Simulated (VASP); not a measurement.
# Si4P (P6/mmm) in VASP: further runs, part 2 of 2

VASP 6.6.1. Earlier steps stand in the parts before.

## Step 4: Relaxation of cell and atoms, PBE

INCAR reads:

```
SYSTEM = Si4P
  ALGO = Normal
  EDIFF = 1E-6
  EDIFFG = -0.04
  ENCUT = 600
  GGA = PE
  IBRION = 2
  ISIF = 3
  ISMEAR = 0
  LASPH = .TRUE.
  LCHARG = .FALSE.
  LREAL = .FALSE.
  LWAVE = .FALSE.
  NELM = 80
  NSW = 90
  PREC = Accurate
  SIGMA = 0.1
```

KPOINTS reads:

```
k-points
0
G
  6 6 4
  0 0 0
```

POSCAR reads:

```
Si4P
1.0
    4.3559474500      0.0000000000      0.0000000000
   -2.1779737300      3.7723611500      0.0000000000
    0.0000000000      0.0000000000      5.5688026100
Si P
4 1
Direct
    0.3333333300      0.6666666700      0.0000000000
    0.6666666700      0.3333333300      0.0000000000
    0.0000000000      0.0000000000      0.2764229900
    0.0000000000      0.0000000000      0.7235770100
    0.0000000000      0.0000000000      0.0000000000
```

Potentials or basis: VASP PAW PBE potentials, release 64 (Si, P).

The run is started by

```console
$ cat potpaw_PBE.64/Si/POTCAR potpaw_PBE.64/P/POTCAR > POTCAR
$ mpirun -np 1 vasp_std > vasp.out
```

OUTCAR:

```text
SYSTEM = Si4P
   EDIFF = 1E-6
   EDIFFG = -0.04
   ENCUT = 600
   GGA = PE
   IBRION = 2
   ISIF = 3
   ISMEAR = 0
   LASPH = .TRUE.
   LREAL = .FALSE.
   NELM = 80
   NSW = 90
   PREC = Accurate

 ion  position               nearest neighbor table
   1  0.333  0.667  0.000-   2 2.51   2 2.51   5 2.51   5 2.51   5 2.51   2 2.51   4 2.95   3 2.95
                             3 2.95   4 2.95   3 2.95   4 2.95
   2  0.667  0.333  0.000-   1 2.51   1 2.51   5 2.51   5 2.51   5 2.51   1 2.51   4 2.95   3 2.95
                             4 2.95   3 2.95   4 2.95   3 2.95
   3  0.000  0.000  0.276-   5 1.54   4 2.49   1 2.95   2 2.95   2 2.95   1 2.95   2 2.95   1 2.95
                             4 3.08
   4  0.000  0.000  0.724-   5 1.54   3 2.49   1 2.95   2 2.95   2 2.95   1 2.95   2 2.95   1 2.95
                             3 3.08
   5  0.000  0.000  0.000-   3 1.54   4 1.54   1 2.51   2 2.51   2 2.51   1 2.51   2 2.51   1 2.51

  LATTYP: Found a hexagonal cell.
 ALAT       =     4.3559474500
 C/A-ratio  =     1.2784365913

  Lattice vectors:

 A1 = (   4.3559474500,   0.0000000000,   0.0000000000)
 A2 = (  -2.1779737300,   3.7723611500,   0.0000000000)
 A3 = (   0.0000000000,   0.0000000000,   5.5688026100)

Analysis of symmetry for initial positions (statically):
=====================================================================
 Subroutine PRICEL returns:
 Original cell was already a primitive cell.

 Routine SETGRP: Setting up the symmetry group for a
 hexagonal supercell.

 Subroutine GETGRP returns: Found 24 space group operations
 (whereof 24 operations were pure point group operations)
 out of a pool of 24 trial point group operations.

The static configuration has the point symmetry D_6h.

Analysis of symmetry for dynamics (positions and initial velocities):
=====================================================================
 Subroutine PRICEL returns:
 Original cell was already a primitive cell.

 Routine SETGRP: Setting up the symmetry group for a
 hexagonal supercell.

 Subroutine GETGRP returns: Found 24 space group operations
 (whereof 24 operations were pure point group operations)
 out of a pool of 24 trial point group operations.

The dynamic configuration has the point symmetry D_6h.

 Subroutine INISYM returns: Found 24 space group operations
[... 124 lines left out ...]
   GGA     = PE    functional components
   LHFCALC =     F    Hartree Fock is set to
   AEXX    =    0.0000 exact exchange contribution
   IVDW    =     0    specifies the selected vdW correction
   LEPSILON=     F    determine dielectric tensor
   LRPA    =     F    only Hartree local field effects (RPA)
 conjugate gradient relaxation of ions
 non-spin polarized calculation
 Gauss-broadening in eV      SIGMA  =   0.10
  energy-cutoff  :      600.00
  volume of cell :       91.51
 maximum number of plane-waves:      3074
 NGX is ok and might be reduce to    36
   NGX = 17   NGY = 17   NGZ = 23

--------------------------------------- Ionic step        1  -------------------------------------------

 number of electron      21.0000001 magnetization

 Free energy of the ion-electron system (eV)
  ---------------------------------------------------
  ext. energy  EPLUGINS =         0.00000000
  ---------------------------------------------------
  free energy    TOTEN  =        -6.15598740 eV

  energy without entropy =       -6.14411312  energy(sigma->0) =       -6.15005026

------------------------ aborting loop because EDIFF is reached ----------------------------------------

  FORCE on cell =-STRESS in cart. coord.  units (eV):
  Direction    XX          YY          ZZ          XY          YZ          ZX
  --------------------------------------------------------------------------------------
  -------------------------------------------------------------------------------------
  Total        4.6792132      4.6792132    110.5283399     -0.0000000     -0.0000000      0.0000000
  in kB       81.9267442     81.9267443   1935.2029171     -0.0000001     -0.0000000      0.0000000
  external PRESSURE =     699.6854685 kB  Pullay stress =       0.0000000 kB
[... 1181 lines left out ...]
      1      -7.2747      2.00000
      2      -3.2943      2.00000
      3      -3.2943      2.00000
      4      -3.0692      2.00000
      5       1.8761      2.00000
      6       3.3313      2.00000
      7       3.3313      2.00000
      8       5.4106      2.00000
      9       6.4200      2.00000
     10       6.4200      2.00000
     11       9.5482      0.00000
     12       9.5482      0.00000
     13      12.8946      0.00000
     14      12.8946      0.00000

[... ionic steps 4 to 46 ...]

--------------------------------------- Ionic step       47  -------------------------------------------

 number of electron      21.0000000 magnetization

------------------------ aborting loop because EDIFF is reached ----------------------------------------
[... 73 lines left out ...]
--------------------------------------- Ionic step       49  -------------------------------------------

 number of electron      21.0000000 magnetization

 Free energy of the ion-electron system (eV)
  ---------------------------------------------------
  ext. energy  EPLUGINS =         0.00000000
  ---------------------------------------------------
  free energy    TOTEN  =       -21.18493485 eV

  energy without entropy =      -21.16355417  energy(sigma->0) =      -21.17424451

 E-fermi :   4.6300     XC(G=0):  -8.9278

 val. band max:        4.6125173649   @ k =   0.3333   0.0000   0.0000
 cond. band min:       4.6537331006   @ k =   0.1667   0.1667   0.2500
 fundamental gap:      0.0412157357
 Fermi energy:         4.6299888418
[... 387 lines left out ...]
  FREE ENERGIE OF THE ION-ELECTRON SYSTEM (eV)
  ---------------------------------------------------
  free  energy   TOTEN  =       -21.1849348529 eV

  energy  without entropy=      -21.1635541728  energy(sigma->0) =      -21.17424451

 reached required accuracy - stopping structural energy minimisation
```

OSZICAR:

```text
N       E                     dE             d eps       ncg     rms          rms(c)
DAV:   1     0.935595993770E+02    0.93560E+02   -0.90509E+03   588   0.135E+03
DAV:   2    -0.353791055028E+01   -0.97098E+02   -0.94108E+02   802   0.196E+02
DAV:   3    -0.109951526316E+02   -0.74572E+01   -0.71850E+01   756   0.533E+01
[... 646 lines left out ...]
DAV:   2    -0.211851802229E+02    0.22484E-03   -0.75736E-03   684   0.271E-01    0.685E-02
DAV:   3    -0.211849500882E+02    0.23013E-03   -0.85188E-04   660   0.128E-01    0.263E-02
DAV:   4    -0.211849377371E+02    0.12351E-04   -0.94569E-05   672   0.486E-02    0.722E-03
DAV:   5    -0.211849355008E+02    0.22363E-05   -0.91247E-06   648   0.155E-02    0.544E-03
DAV:   6    -0.211849348529E+02    0.64791E-06   -0.54613E-07   324   0.485E-03
  49 F= -.21184935E+02 E0= -.21174245E+02  d E =-.222760E-03
```

Run time: 9.8 min. Hardware: 1 thread of Intel Xeon 6975P-C (Granite Rapids), shared host; peak memory 0.26 GiB.

What came out:

* Free energy: -21.1849 eV
* Relaxed volume: 22.91 Å³/atom
* Relaxed cell: a = 4.419 Å, b = 4.419 Å, c = 6.771 Å, α = 90.00°, β = 90.00°, γ = 120.00°
* Space group after relaxing (to 0.1 Å): P6/mmm (No. 191)
* Pressure after relaxing: 0.0 GPa
* Band gap on the k mesh: zero (an odd number of electrons rules out a gap without spin polarisation)

Final structure:
```yaml
crystal:
  lattice:
    - [4.41941, 0.00000, 0.00000]
    - [-2.20971, 3.82733, 0.00000]
    - [0.00000, 0.00000, 6.77083]
  atoms:
    - { symbol: Si, position: [0.33333, 0.66667, 0.00000] }
    - { symbol: Si, position: [0.66667, 0.33333, 0.00000] }
    - { symbol: Si, position: [0.00000, 0.00000, 0.66657] }
    - { symbol: Si, position: [0.00000, 0.00000, 0.33343] }
    - { symbol: P, position: [0.00000, 0.00000, 0.00000] }
```

Caveat: the volume moved by over 15 % at a fixed basis, so the end points are rough; an odd number of electrons without spin polarisation forces a metal; a magnetic or distorted state may lie lower.

## Step 5: Overview

```tsv
task	cell	cutoff (eV)	gap on the mesh (eV)	pressure (GPa)
single point	a = 4.356, b = 4.356, c = 5.569 Å, angles 90.0, 90.0, 120.0°, 5 atoms, atomic positions A	520	none	70.0
single point	a = 4.422, b = 4.422, c = 6.774 Å, angles 90.0, 90.0, 120.0°, 5 atoms, atomic positions B	520	none	-0.1
relaxation of cell and atoms	relaxed from a = 4.356, b = 4.356, c = 5.569 Å, angles 90.0, 90.0, 120.0°, 5 atoms, atomic positions A	600	none	0.0
```

Alike in all rows: level PBE; potentials or basis VASP PAW PBE potentials, release 64 (Si, P); no spin polarisation; k mesh 6 × 6 × 4; smearing gaussian 0.1 eV.

Caveats: an odd number of electrons without spin polarisation forces a metal; a magnetic or distorted state may lie lower; the stress differs along the axes, from 8 to 194 GPa (at least some runs); the volume moved by over 15 % at a fixed basis, so the end points are rough (at least some runs).

Absolute energies hang on the potentials; compare differences alone.

The gap in the log of VASP goes by the Fermi energy; the results here count the filled bands.